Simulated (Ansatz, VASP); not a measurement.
**Ge4IrW in VASP and in Ansatz**

```
CELL_PARAMETERS angstrom
3.88854 0.00000 0.00000
-1.94427 3.36757 0.00000
0.00000 0.00000 8.30380
ATOMIC_POSITIONS crystal
Ge 0.00000 0.00000 0.66447
Ge 0.66667 0.33333 0.84296
Ge 0.66667 0.33333 0.15704
Ge 0.00000 0.00000 0.33553
Ir 0.00000 0.00000 0.00000
W 0.66667 0.33333 0.50000
```

Change from the starting cell: species swapped into the B4OsW type (P-6m2, No. 187).

Alike in both runs: functional PBE; k mesh 6 × 6 × 2; occupations gaussian, width 0.1 eV; no spin polarisation.

Ansatz relaxed the structure, and its values are those at the end. VASP's run is a single point on that final structure, the one shown.

|  | VASP | Ansatz |
| --- | --- | --- |
| version | VASP 6.6.1 | Ansatz 0.2.0 |
| potentials or method | VASP PAW PBE potentials, release 64 (Ge_d, Ir, W_sv), cutoff 520 eV | scalar-relativistic, plane waves, PAW |
| valence electrons in the cell | 79 | 87 |

Ansatz gave:

| Quantity | Value |
| --- | --- |
| gap on the k mesh at the Fermi level (eV) | none |
| pressure (GPa) | 0.1 |

Q: Which values does VASP return?

A: gap on the k mesh at the Fermi level (eV): none; pressure (GPa): 0.2.

A gap of «none» marks a metal or a gap that the smearing closes. VASP's potentials hold 79 valence electrons a cell and Ansatz's 87, so a difference there can come from the potentials and not from the codes.

The k mesh is coarse, so the values compare programs but aren't converged. Neither program's run includes spin-orbit coupling.
